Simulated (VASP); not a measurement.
Input of a VASP 6.6.1 run:

Contents of INCAR:

```
SYSTEM = MgO
PREC     = Accurate       ! precision mode
ENCUT    = 520            ! plane-wave cutoff, eV
EDIFF    = 1E-6           ! SCF threshold, eV
ISMEAR   = 0              ! smearing method
SIGMA    = 0.05           ! smearing width, eV
LREAL    = .FALSE.        ! projectors in reciprocal space
LASPH    = .TRUE.         ! aspherical terms in the spheres
NELM     = 100            ! most SCF steps
ALGO     = Normal         ! electronic algorithm
ISIF     = 2              ! what is computed and relaxed
LWAVE    = .FALSE.        ! write WAVECAR
LCHARG   = .FALSE.        ! write CHGCAR
GGA      = PE             ! functional
NBANDS   = 16             ! bands
```

KPOINTS

```
Automatic mesh
0
G
  9 9 6
  0 0 0
```

The input POSCAR:

```
MgO
1.0
    3.4861000000      0.0000000000      0.0000000000
   -1.7430500000      3.0190511601      0.0000000000
    0.0000000000      0.0000000000      4.4514000000
Mg O
2 2
Direct
    0.6666666667      0.3333333333      0.7500000000
    0.3333333333      0.6666666667      0.2500000000
    0.6666666667      0.3333333333      0.2500000000
    0.3333333333      0.6666666667      0.7500000000
```

Potentials or basis: VASP PAW PBE potentials, release 64 (Mg, O).

Command:

```bash
$ cat potpaw_PBE.64/Mg/POTCAR potpaw_PBE.64/O/POTCAR > POTCAR
$ mpirun -np 1 vasp_std > vasp.out
```

Estimate the band gap on the k mesh.

3.03 eV, direct.

Predict the pressure.

-3.4 GPa.

Stress tensor (GPa, compression positive):
```
-1.00  0.00  0.00
 0.00 -1.00  0.00
 0.00  0.00 -8.07
```

As with any semilocal functional, this PBE gap is likely too small.
